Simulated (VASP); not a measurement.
# MgB2 (P6/mmm) in VASP: settings compared

The runs below take MgB2 through relaxation of shape and atoms at fixed volume, with revPBE, RPBE+D4.

Program: VASP 6.6.1. These are calculated values, not measurements. Logs are shortened: lines on timing, memory, paths and dates and some standing lists are left out, and cuts for length are marked.

### 1 The cell of the first run

It takes space group P6/mmm (No. 191, hexagonal). Conventional cell: a = 3.062 Å, b = 3.062 Å, c = 3.470 Å, α = 90.00°, β = 90.00°, γ = 120.00°. Within 3.3 Å of Mg (site symmetry 6/mmm) lie 12 B at 2.48 Å and 6 Mg at 3.06 Å. Within 2.3 Å of B (site symmetry -6m2) lie 3 B at 1.77 Å.

### 2 Relaxation of shape and atoms at fixed volume, revPBE (volume scaled by 0.96)

INCAR reads:

```
SYSTEM = MgB2
  PREC = Accurate
  ENCUT = 600
  EDIFF = 1E-6
  ISMEAR = 0
  SIGMA = 0.05
  LREAL = .False.
  LASPH = .True.
  NELM = 100
  ALGO = Normal
  ISIF = 4
  LWAVE = .False.
  LCHARG = .False.
  GGA = RE
  IBRION = 2
  NSW = 60
  EDIFFG = -0.01
```

KPOINTS reads:

```
Automatic mesh
0
Gamma
  8 8 6
  0 0 0
```

POSCAR reads:

```
MgB2
1.0
    3.0615893132      0.0000000000      0.0000000000
   -1.5307946566      2.6514141212      0.0000000000
    0.0000000000      0.0000000000      3.4698739577
Mg B
1 2
Direct
    0.0000000000      0.0000000000      0.0000000000
    0.3333333333      0.6666666667      0.5000000000
    0.6666666667      0.3333333333      0.5000000000
```

Potentials or basis: VASP PAW PBE potentials, release 64 (Mg, B).

Command:

```bash
cat potpaw_PBE.64/Mg/POTCAR potpaw_PBE.64/B/POTCAR > POTCAR
mpirun -np 1 vasp_std > vasp.out
```

OUTCAR:

```text
SYSTEM = MgB2
   PREC = Accurate
   ENCUT = 600
   EDIFF = 1E-6
   ISMEAR = 0
   LREAL = .False.
   LASPH = .True.
   NELM = 100
   ISIF = 4
   GGA = RE
   IBRION = 2
   NSW = 60
   EDIFFG = -0.01

 ion  position               nearest neighbor table
   1  0.000  0.000  0.000-   2 2.48   3 2.48   2 2.48   3 2.48   3 2.48   3 2.48   2 2.48   2 2.48
                             3 2.48   3 2.48   2 2.48   2 2.48
   2  0.333  0.667  0.500-   3 1.77   3 1.77   3 1.77   1 2.48   1 2.48   1 2.48   1 2.48   1 2.48
                             1 2.48
   3  0.667  0.333  0.500-   2 1.77   2 1.77   2 1.77   1 2.48   1 2.48   1 2.48   1 2.48   1 2.48
                             1 2.48

  LATTYP: Found a hexagonal cell.
 ALAT       =     3.0615893132
 C/A-ratio  =     1.1333570910

  Lattice vectors:

 A1 = (   3.0615893132,   0.0000000000,   0.0000000000)
 A2 = (  -1.5307946566,   2.6514141212,   0.0000000000)
 A3 = (   0.0000000000,   0.0000000000,   3.4698739577)

Analysis of symmetry for initial positions (statically):
=====================================================================
 Subroutine PRICEL returns:
 Original cell was already a primitive cell.

 Routine SETGRP: Setting up the symmetry group for a
 hexagonal supercell.

 Subroutine GETGRP returns: Found 24 space group operations
 (whereof 24 operations were pure point group operations)
 out of a pool of 24 trial point group operations.

The static configuration has the point symmetry D_6h.

Analysis of symmetry for dynamics (positions and initial velocities):
=====================================================================
 Subroutine PRICEL returns:
 Original cell was already a primitive cell.

 Routine SETGRP: Setting up the symmetry group for a
 hexagonal supercell.

 Subroutine GETGRP returns: Found 24 space group operations
 (whereof 24 operations were pure point group operations)
 out of a pool of 24 trial point group operations.

The dynamic configuration has the point symmetry D_6h.

 Subroutine INISYM returns: Found 24 space group operations
 (whereof 24 operations are pure point group operations),
 and found     1 'primitive' translations

----------------------------------------------------------------------------------------

                                     Primitive cell

  volume of cell :      28.1668

  direct lattice vectors                    reciprocal lattice vectors
     3.061589313  0.000000000  0.000000000     0.326627741  0.188578614  0.000000000
    -1.530794657  2.651414121  0.000000000     0.000000000  0.377157228  0.000000000
     0.000000000  0.000000000  3.469873958     0.000000000  0.000000000  0.288194906

  length of vectors
     3.061589313  3.061589313  3.469873958     0.377157228  0.377157228  0.288194906

  position of ions in fractional coordinates (direct lattice)
     0.000000000  0.000000000  0.000000000
     0.333333333  0.666666667  0.500000000
     0.666666667  0.333333333  0.500000000

  ion indices of the primitive-cell ions
   primitive index   ion index
                 1           1
                 2           2
                 3           3

----------------------------------------------------------------------------------------

 KPOINTS: Automatic mesh

Automatic generation of k-mesh.
 Grid dimensions read from file:
 generate k-points for:    8    8    6

 Generating k-lattice:

  Cartesian coordinates                     Fractional coordinates (reciprocal lattice)
     0.040828468  0.023572327  0.000000000     0.125000000  0.000000000  0.000000000
     0.000000000  0.047144653  0.000000000     0.000000000  0.125000000  0.000000000
[... 66 lines left out ...]
   POTIM  = 0.5000    time-step for ionic-motion
   TEBEG  =    0.0;   TEEND  =   0.0 temperature during run
   PSTRESS=    0.0 pullay stress
   NELECT =       8.0000    total number of electrons
   NUPDOWN=      -1.0000    fix difference up-down
   EMIN   =  10.00;   EMAX   =-10.00  energy-range for DOS
   EFERMI =   0.00;   METHOD = LEGACY
   ISMEAR =     0;   SIGMA  =   0.05  broadening in eV -4-tet -1-fermi 0-gaus
   EFERMI_NEDOS =   21; number of points for ismear=-14 and -15
   IALGO  =     38    algorithm
   IMIX   =      4    mixing-type and parameters
     AMIX     =   0.40;   BMIX     =  1.00
     AMIX_MAG =   1.60;   BMIX_MAG =  1.00
  volume/ion in A,a.u.               =       9.39        63.36
  Fermi-wavevector in a.u.,A,eV,Ry     =   1.076115  2.033563 15.755872  1.158024
  Thomas-Fermi vector in A             =   2.211991
   LORBIT       =      0    0 simple, 1 ext, 2 COOP (PROOUT), +10 PAW based schemes
   GGA     = RE    functional components
   LHFCALC =     F    Hartree Fock is set to
   AEXX    =    0.0000 exact exchange contribution
   IVDW    =     0    specifies the selected vdW correction
   LEPSILON=     F    determine dielectric tensor
   LRPA    =     F    only Hartree local field effects (RPA)
 conjugate gradient relaxation of ions
 non-spin polarized calculation
 Gauss-broadening in eV      SIGMA  =   0.05
  energy-cutoff  :      600.00
  volume of cell :       28.17
 maximum number of plane-waves:       960
   NGX = 13   NGY = 13   NGZ = 13

--------------------------------------- Ionic step        1  -------------------------------------------

 number of electron       8.0000000 magnetization

 Free energy of the ion-electron system (eV)
  ---------------------------------------------------
  ext. energy  EPLUGINS =         0.00000000
  ---------------------------------------------------
  free energy    TOTEN  =       -14.65277809 eV

  energy without entropy =      -14.65030350  energy(sigma->0) =      -14.65154080

------------------------ aborting loop because EDIFF is reached ----------------------------------------

  FORCE on cell =-STRESS in cart. coord.  units (eV):
  Direction    XX          YY          ZZ          XY          YZ          ZX
  --------------------------------------------------------------------------------------
  -------------------------------------------------------------------------------------
  Total        1.1496907      1.1496907      0.8721513      0.0000000     -0.0000000      0.0000000
  in kB       65.3963366     65.3963366     49.6094291      0.0000000     -0.0000000      0.0000000
  external PRESSURE =      60.1340341 kB  Pullay stress =       0.0000000 kB

 VOLUME and BASIS-vectors are now :
 -----------------------------------------------------------------------------
  energy-cutoff  :      600.00
  volume of cell :       28.17
      direct lattice vectors                 reciprocal lattice vectors
     3.061589313  0.000000000  0.000000000     0.326627741  0.188578614  0.000000000
    -1.530794657  2.651414121  0.000000000     0.000000000  0.377157228  0.000000000
     0.000000000  0.000000000  3.469873958     0.000000000  0.000000000  0.288194906

 POSITION                                       TOTAL-FORCE (eV/Angst)
 -----------------------------------------------------------------------------------
      0.00000      0.00000      0.00000        -0.000000      0.000000      0.000000
     -0.00000      1.76761      1.73494        -0.000000     -0.000000      0.000000
      1.53079      0.88380      1.73494         0.000000      0.000000     -0.000000
 -----------------------------------------------------------------------------------
    total drift:                                0.000000     -0.000000      0.000000

  FREE ENERGIE OF THE ION-ELECTRON SYSTEM (eV)
  ---------------------------------------------------
  free  energy   TOTEN  =       -14.6527780928 eV

  energy  without entropy=      -14.6503035022  energy(sigma->0) =      -14.65154080

--------------------------------------- Ionic step        2  -------------------------------------------

 number of electron       8.0000000 magnetization

 Free energy of the ion-electron system (eV)
  ---------------------------------------------------
  ext. energy  EPLUGINS =         0.00000000
  ---------------------------------------------------
  free energy    TOTEN  =       -14.65321003 eV

  energy without entropy =      -14.65090394  energy(sigma->0) =      -14.65205699

 E-fermi :   5.5843     XC(G=0): -10.9703

 val. band max:        5.4304512051   @ k =   0.3750   0.2500   0.1667
 cond. band min:       5.5846965789   @ k =   0.1250   0.0000   0.3333
 fundamental gap:      0.1542453738
 Fermi energy:         5.5843170420

 k-point     1 :       0.0000    0.0000    0.0000
  band No.  band energies     occupation
      1      -7.0645      2.00000
      2       2.6933      2.00000
      3       5.8919      0.00000
      4       5.8919      0.00000
      5       7.5084      0.00000
      6      11.8787      0.00000
      7      11.8787      0.00000
      8      13.7310      0.00000
[... 243 lines left out ...]
 k-point    24 :       0.3750    0.0000    0.3333
  band No.  band energies     occupation
      1      -3.8827      2.00000
      2       0.1086      2.00000
      3       1.5881      2.00000
      4       3.8071      2.00000
      5       6.6859      0.00000
      6      11.0649      0.00000
      7      15.2810      0.00000
      8      15.5140      0.00000

 [... further k-points ...]

------------------------ aborting loop because EDIFF is reached ----------------------------------------

  FORCE on cell =-STRESS in cart. coord.  units (eV):
  Direction    XX          YY          ZZ          XY          YZ          ZX
  --------------------------------------------------------------------------------------
  -------------------------------------------------------------------------------------
  Total        1.0270891      1.0270891      1.0169763      0.0000000     -0.0000000      0.0000000
  in kB       58.4225485     58.4225485     57.8473161      0.0000000     -0.0000000      0.0000000
  external PRESSURE =      58.2308044 kB  Pullay stress =       0.0000000 kB

 VOLUME and BASIS-vectors are now :
 -----------------------------------------------------------------------------
  energy-cutoff  :      600.00
  volume of cell :       28.17
      direct lattice vectors                 reciprocal lattice vectors
     3.066150812  0.000000000  0.000000000     0.326141818  0.188298066  0.000000000
    -1.533075406  2.655364495 -0.000000000     0.000000000  0.376596133  0.000000000
     0.000000000 -0.000000000  3.459557407     0.000000000  0.000000000  0.289054316

 POSITION                                       TOTAL-FORCE (eV/Angst)
 -----------------------------------------------------------------------------------
      3.06615      0.00000      0.00000         0.000000     -0.000000      0.000000
     -0.00000      1.77024      1.72978        -0.000000      0.000000      0.000000
      1.53308      0.88512      1.72978         0.000000     -0.000000     -0.000000
 -----------------------------------------------------------------------------------
    total drift:                                0.000000     -0.000000      0.000000

  FREE ENERGIE OF THE ION-ELECTRON SYSTEM (eV)
  ---------------------------------------------------
  free  energy   TOTEN  =       -14.6532100324 eV

  energy  without entropy=      -14.6509039448  energy(sigma->0) =      -14.65205699

 reached required accuracy - stopping structural energy minimisation
```

Run time: 8.6 s. Hardware: 1 thread of Intel Xeon 6975P-C, shared host; peak memory 0.15 GiB.

Results:

* Free energy: -14.6532 eV
* Energy gained by relaxing: 0.1 meV/atom
* Ionic steps: 2
* Pressure after relaxing: 5.8 GPa
* Band gap on the k mesh: zero (band 4 reaches 6.75 eV, above the bottom of band 5 at 4.06 eV)

Step by step:
```
step  energy change (eV)  largest force (eV/Å)  pressure (GPa)  volume (Å³)
   1              0.0000                0.0000            6.01        28.17
   2             -0.0004                0.0000            5.82        28.17
```

Final structure:
```
Mg B
1.0
     3.06615    0.00000    0.00000
    -1.53308    2.65536    0.00000
     0.00000    0.00000    3.45956
Mg B
1 2
Direct
  0.00000 0.00000 0.00000
  0.33333 0.66667 0.50000
  0.66667 0.33333 0.50000
```

Caveat: the cell differs from its parent crystal (volume scaled by 0.96); the PAW data sets were made with another functional, which shifts forces and pressure a little.

### 3 Relaxation of shape and atoms at fixed volume, RPBE+D4 (volume scaled by 1.02)

INCAR reads:

```
SYSTEM = MgB2
PREC = Accurate ; ENCUT = 600
EDIFF = 1E-7 ; ISMEAR = 0
SIGMA = 0.05 ; LREAL = .FALSE.
LASPH = .TRUE. ; NELM = 100
ALGO = Normal ; ISIF = 4
LWAVE = .FALSE. ; LCHARG = .FALSE.
GGA = RP ; IVDW = 13
IBRION = 2 ; NSW = 60
EDIFFG = -0.01
```

KPOINTS reads:

```
regular mesh
0
G
  8 8 6
  0 0 0
```

POSCAR reads:

```
MgB2
1.0
    3.0753876721      0.0000000000      0.0000000000
   -1.5376938361      2.6633638505      0.0000000000
    0.0000000000      0.0000000000      3.4463583192
Mg B
1 2
Direct
    0.0000000000      0.0000000000      0.0000000000
    0.3333333333      0.6666666667      0.5000000000
    0.6666666667      0.3333333333      0.5000000000
```

Potentials or basis: VASP PAW PBE potentials, release 64 (Mg, B).

Command:

```bash
cat potpaw_PBE.64/Mg/POTCAR potpaw_PBE.64/B/POTCAR > POTCAR
mpirun -np 1 vasp_std > vasp.out
```

Run time: 17 s. Hardware: 1 thread of Intel Xeon 6975P-C, shared host; peak memory 0.16 GiB.

The run converged. Its results:

| Quantity | Value |
| --- | --- |
| Free energy | -15.9384 eV |
| Energy gained by relaxing | 0.1 meV/atom |
| Ionic steps | 2 |
| Pressure after relaxing | -3.3 GPa |
| Band gap on the k mesh | zero (band 4 reaches 6.78 eV, above the bottom of band 5 at 4.06 eV) |
| Dispersion energy per atom | -0.484 eV |

The path:
```csv
step,energy change (eV),largest force (eV/Å),pressure (GPa),volume (Å³)
1,0.0000,0.0000,-3.41,28.23
2,-0.0002,0.0000,-3.25,28.23
```

Final structure:
```yaml
crystal:
  lattice:
    - [3.07181, 0.00000, 0.00000]
    - [-1.53591, 2.66027, 0.00000]
    - [0.00000, 0.00000, 3.45439]
  atoms:
    - { symbol: Mg, position: [0.00000, 0.00000, 0.00000] }
    - { symbol: B, position: [0.33333, 0.66667, 0.50000] }
    - { symbol: B, position: [0.66667, 0.33333, 0.50000] }
```

Levels at points of the mesh, in eV from the Fermi level:
| k point | band 1 | band 2 | band 3 | band 4 | band 5 | band 6 | band 7 | band 8 |
| --- | --- | --- | --- | --- | --- | --- | --- | --- |
| (0.00, 0.00, 0.00) | -12.64 | -2.85 | 0.30 | 0.30 | 1.98 | 6.26 | 6.26 | 8.06 |
| (0.50, 0.00, 0.00) | -8.73 | -8.00 | -2.27 | 0.29 | 3.22 | 3.79 | 5.67 | 7.57 |
| (0.00, 0.00, 0.50) | -11.29 | -7.52 | 0.72 | 0.72 | 6.60 | 6.60 | 7.95 | 10.00 |
| (0.50, 0.00, 0.50) | -7.68 | -7.03 | -3.67 | -1.95 | -1.32 | 5.72 | 9.01 | 9.04 |

Caveat: the cell differs from its parent crystal (volume scaled by 1.02); the PAW data sets were made with another functional, which shifts forces and pressure a little; pairwise dispersion overbinds metals, which lowers pressure and volume.
